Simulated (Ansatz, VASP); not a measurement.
# One calculation of MoS2, two programs

INCAR

```
SYSTEM = MoS2
PREC     = Accurate       ! precision mode
ENCUT    = 520            ! plane-wave cutoff, eV
EDIFF    = 1E-6           ! SCF threshold, eV
ISMEAR   = 0              ! smearing method
SIGMA    = 0.15           ! smearing width, eV
LREAL    = .False.        ! projectors in reciprocal space
LASPH    = .True.         ! aspherical terms in the spheres
NELM     = 100            ! most SCF steps
ALGO     = Normal         ! electronic algorithm
ISIF     = 2              ! what is computed and relaxed
LWAVE    = .False.        ! write WAVECAR
LCHARG   = .False.        ! write CHGCAR
GGA      = PE             ! functional
IVDW     = 12             ! dispersion correction
NBANDS   = 20             ! bands
```

File KPOINTS:

```
Automatic mesh
0
Gamma
  15 15 15
  0 0 0
```

The input POSCAR:

```
MoS2
1.0
    1.5671157387      0.9364418079      5.9549887142
   -1.5671157387      0.9364418079      5.9549887142
    0.0000000000     -1.8728836157      5.9549887142
Mo S
1 2
Direct
    0.0000000000      0.0000000000      0.0000000000
    0.7563704478      0.7563704478      0.7563704478
    0.2436295522      0.2436295522      0.2436295522
```

Input for Ansatz:

```yaml
crystal:
  lattice:
    - [1.5671157387, 0.9364418079, 5.9549887142]
    - [-1.5671157387, 0.9364418079, 5.9549887142]
    - [0.0, -1.8728836157, 5.9549887142]
  atoms:
    - { symbol: Mo, position: [0.0, 0.0, 0.0] }
    - { symbol: S, position: [0.7563704478, 0.7563704478, 0.7563704478] }
    - { symbol: S, position: [0.2436295522, 0.2436295522, 0.2436295522] }
basis:
  ecutwfc: 420
kpoints:
  mp_grid: { grid: [15, 15, 15] }
hamiltonian:
  xc: pbe
  pseudopotentials: { kind: paw, azcp: { folder: soft_1 } }
  dispersion: d3bj
scf:
  occupations: { method: gaussian, width: 0.15 }
output:
  forces: true
  stress: true
  eigenvalues: true
```

Change from the starting cell: mode 7 frozen in at +0.000 Å, normal strain along y +0.0350.

Alike in both runs: task single point; functional PBE; dispersion D3(BJ); k mesh 15 × 15 × 15; occupations gaussian, width 0.15 eV; no spin polarisation.

```csv
,VASP,Ansatz
version,VASP 6.6.1,Ansatz 0.2.0
potentials or method,"VASP PAW PBE potentials, release 64 (Mo_sv, S), cutoff 520 eV","scalar-relativistic, plane waves, PAW"
valence electrons in the cell,26,26
```

|  | VASP | Ansatz | Ansatz less VASP |
| --- | --- | --- | --- |
| gap on the k mesh at the Fermi level (eV) | none | none | - |
| pressure (GPa) | -4.5 | -4.4 | +0.10 |
| traceless stress, the component that is largest in VASP (GPa) | -3.72 | -3.72 | 0.000 |
| rms of the force components (eV/Å) | 0.204 | 0.200 | -0.0042 |

Atom by atom the forces differ by 0.005 eV/Å (rms over components). A gap of «none» marks a metal or a gap that the smearing closes.
